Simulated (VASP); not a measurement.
ScAl3:

```xyz
4
Lattice="4.0878 0.0000 0.0000 0.0000 4.0878 0.0000 0.0000 0.0000 4.0878" Properties=species:S:1:pos:R:3 pbc="T T T"
Sc    0.0000    0.0000    0.0000
Al    2.0439    2.0439    0.0000
Al    0.0000    2.0439    2.0439
Al    2.0439    0.0000    2.0439
```

| Item | Value |
| --- | --- |
| Program | VASP 6.6.1 |
| Task | relaxation of cell and atoms |
| Functional | revPBE |
| Dispersion | D4 |
| Potentials or basis | VASP PAW PBE potentials, release 64 (Sc_sv, Al) |
| Cutoff | 600 eV |
| k mesh | 7 × 7 × 7 |
| Occupations | fermi-dirac, width 0.05 eV |
| Spin | no spin polarisation |

At the start: pressure -2.5 GPa; volume 17.08 Å³/atom.

Problem. How do energy, volume and symmetry change on relaxing?

Solution. Over 3 steps the energy falls by 3.7 meV/atom and the volume is 16.61 Å³/atom (-2.7 %); space group Pm-3m (No. 221, to 0.05 Å).

The path:
| step | energy change (eV) | largest force (eV/Å) | pressure (GPa) | volume (Å³) |
| --- | --- | --- | --- | --- |
| 1 | 0.0000 | 0.0000 | -2.46 | 68.31 |
| 2 | -0.0123 | 0.0000 | 1.05 | 65.75 |
| 3 | -0.0146 | 0.0000 | 0.00 | 66.45 |

Final structure:
```
Sc Al
1.0
     4.05050    0.00000    0.00000
     0.00000    4.05050    0.00000
     0.00000    0.00000    4.05050
Sc Al
1 3
Cartesian
  0.0000 0.0000 0.0000
  2.0253 2.0253 0.0000
  0.0000 2.0253 2.0253
  2.0253 0.0000 2.0253
```

Caveat: the PAW data sets were made with another functional, which shifts forces and pressure a little; pairwise dispersion overbinds metals, which lowers pressure and volume.
